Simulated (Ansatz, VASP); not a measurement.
# Be: VASP beside Ansatz

```
Be
1.0
     3.79612    0.00000    0.00000
     0.00000    3.79612    0.00000
     0.00000    0.00000    2.31130
Be
4
Direct
  0.29741 0.29741 0.00000
  0.70259 0.70259 0.00000
  0.20259 0.79741 0.50000
  0.79741 0.20259 0.50000
```

Change from the starting cell: volume scaled by 1.04.

Alike in both runs: task single point; functional PBE; k mesh 9 × 9 × 14; occupations fermi-dirac, width 0.05 eV; no spin polarisation.

```csv
,VASP,Ansatz
version,VASP 6.6.1,Ansatz 0.2.0
potentials or method,"VASP PAW PBE potentials, release 64 (Be), cutoff 520 eV","all-electron LAPW, scalar-relativistic"
```

VASP gave:

```
pressure (GPa)                                                : -4.3
traceless stress, the component that is largest in VASP (GPa) : -1.25
rms of the force components (eV/Å)                            : 0.015
```

**Question.** What did Ansatz give for the same quantities?

**Answer.** Pressure (GPa): -4.4; traceless stress, the component that is largest in VASP (GPa): -1.25; rms of the force components (eV/Å): 0.016.

Atom by atom the forces differ by 0.001 eV/Å (rms over components). Ansatz ran all-electron here, and VASP with PAW potentials.
